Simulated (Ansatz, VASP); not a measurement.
## One calculation of Ag, two programs

```
Ag
1.0
     2.87140    0.00000    0.00000
    -1.43570    2.48670    0.00000
     0.00000    0.00000    4.79000
Ag
2
Cartesian
  0.0000 1.6578 1.1975
  1.4357 0.8289 3.5925
```

Change from the starting cell: equal xx and yy strain of -2 %.

Alike in both runs: task single point; functional LDA; k mesh 14 × 14 × 8; occupations fermi-dirac, width 0.05 eV; no spin polarisation.

|  | VASP | Ansatz |
| --- | --- | --- |
| version | VASP 6.6.1 | Ansatz 0.2.0 |
| potentials or method | VASP PAW LDA potentials, release 64 (Ag), cutoff 520 eV | all-electron LAPW, scalar-relativistic |

|  | VASP | Ansatz | Ansatz less VASP |
| --- | --- | --- | --- |
| pressure (GPa) | -7.0 | -7.2 | -0.15 |
| traceless stress, the component that is largest in VASP (GPa) | -1.36 | -1.34 | +0.024 |

LDA's correlation is that of Perdew and Zunger in VASP and of Perdew and Wang (1992) in Ansatz. Ansatz ran all-electron here, and VASP with PAW potentials.
